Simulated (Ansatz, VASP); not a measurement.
One calculation of YF, two programs

```
Y F
1.0
     3.72646    0.00000    0.00000
     0.00000    3.72646    0.00000
     0.00000    0.00000    5.71663
Y F
2 2
Direct
  0.50000 0.00000 0.73479
  0.00000 0.50000 0.26521
  0.00000 0.00000 0.00000
  0.50000 0.50000 0.00000
```

Change from the starting cell: ordered vacancies on the anion sites of fluorite (P4/nmm, No. 129).

Alike in both runs: functional PBE; k mesh 4 × 4 × 4; occupations gaussian, width 0.1 eV; no spin polarisation.

Ansatz relaxed the structure, and its values are those at the end. VASP's run is a single point on that final structure, the one shown.

|  | VASP | Ansatz |
| --- | --- | --- |
| version | VASP 6.6.1 | Ansatz 0.2.0 |
| potentials or method | VASP PAW PBE potentials, release 64 (Y_sv, F), cutoff 520 eV | scalar-relativistic, plane waves, PAW |
| valence electrons in the cell | 36 | 36 |

```tsv
	VASP	Ansatz	Ansatz less VASP
gap on the k mesh at the Fermi level (eV)	none	none	-
pressure (GPa)	-0.3	-0.2	+0.12
rms of the force components (eV/Å)	0.017	0.010	-0.0069
```

A gap of «none» marks a metal or a gap that the smearing closes.

The k mesh is coarse, so the values compare programs but aren't converged.
